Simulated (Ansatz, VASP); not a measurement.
## Y: VASP beside Ansatz

File POSCAR:

```
Y
1.0
    0.0000000000      2.2862000000      2.4850000000
    2.2862000000      0.0000000000      2.4850000000
    2.2862000000      2.2862000000      0.0000000000
Y
1
Direct
    0.0000000000      0.0000000000      0.0000000000
```

Contents of INCAR.step1:

```
PREC = Accurate
ENCUT = 520
ISMEAR = 0
SIGMA = 0.15
LREAL = F
LASPH = T
NELM = 100
NBANDS = 12
GGA = PE
ALGO = Normal
EDIFF = 1E-4
LWAVE = T
LCHARG = F
```

Contents of INCAR.step2:

```
PREC = Accurate
ENCUT = 520
EDIFF = 1E-7
ISMEAR = 0
SIGMA = 0.15
LREAL = F
LASPH = T
NELM = 100
ALGO = Normal
ISIF = 2
LWAVE = F
LCHARG = F
METAGGA = R2SCAN
LMIXTAU = T
NBANDS = 12
ISTART = 1
```

The input KPOINTS:

```
regular mesh
0
Gamma
  16 16 16
```

Input for Ansatz:

```yaml
crystal:
  lattice:
    - [0.0, 2.2862, 2.485]
    - [2.2862, 0.0, 2.485]
    - [2.2862, 2.2862, 0.0]
  atoms:
    - { symbol: "Y", position: [0.0, 0.0, 0.0] }
basis:
  ecutwfc: 500
kpoints:
  mp_grid: { grid: [16, 16, 16] }
hamiltonian:
  xc: r2scan
scf:
  occupations: { method: gaussian, width: 0.15 }
output:
  forces: true
  stress: true
  eigenvalues: true
```

Change from the starting cell: strain -0.080 along x and y, +0.000 along z, atoms carried along.

Alike in both runs: task single point; functional r2SCAN; k mesh 16 × 16 × 16; occupations gaussian, width 0.15 eV; no spin polarisation.

|  | VASP | Ansatz |
| --- | --- | --- |
| version | VASP 6.6.1 | Ansatz 0.2.0 |
| potentials or method | VASP PAW PBE potentials, release 64 (Y_sv), cutoff 520 eV | scalar-relativistic, plane waves, PAW |
| valence electrons in the cell | 11 | 11 |

```csv
,VASP,Ansatz,Ansatz less VASP
gap on the k mesh at the Fermi level (eV),none,none,-
pressure (GPa),13.4,13.3,-0.08
"traceless stress, the component that is largest in VASP (GPa)",-1.05,-1.05,-0.002
```

VASP's potentials were made for PBE, not for r2SCAN. A gap of «none» marks a metal or a gap that the smearing closes.
